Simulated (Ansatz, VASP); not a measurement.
# Cs in VASP and in Ansatz

```xyz
8
Lattice="9.5958 0.0000 0.0000 0.0000 9.5958 0.0000 0.0000 0.0000 9.5958" Properties=species:S:1:pos:R:3 pbc="T T T"
Cs    0.0000    0.0000    0.0000
Cs    4.7979    4.7979    4.7979
Cs    2.3990    0.0000    4.7979
Cs    7.1969    0.0000    4.7979
Cs    4.7979    2.3990    0.0000
Cs    4.7979    7.1969    0.0000
Cs    0.0000    4.7979    2.3990
Cs    0.0000    4.7979    7.1969
```

Alike in both runs: task relaxation of cell and atoms; functional RPBE; k mesh 3 × 3 × 3; occupations fermi-dirac, width 0.1 eV; no spin polarisation.

```csv
,VASP,Ansatz
version,VASP 6.6.1,Ansatz 0.2.0
potentials or method,"VASP PAW PBE potentials, release 64 (Cs_sv), cutoff 600 eV","plane waves (420 eV) with PAW, scalar-relativistic"
valence electrons in the cell,72,72
```

VASP gave:

- relaxed volume (Å³/atom): 132.42
- relaxed length of the cell vector where the two differ most in proportion (Å): 10.194

Q: Which values does Ansatz return?

A: Relaxed volume (Å³/atom): 132.41; relaxed length of the cell vector where the two differ most in proportion (Å): 10.194.

VASP's potentials were made for PBE, not for RPBE.

Spin-orbit coupling is off throughout. Noted on VASP's run: the volume moved by over 15 % at a fixed basis, so the end points are rough.
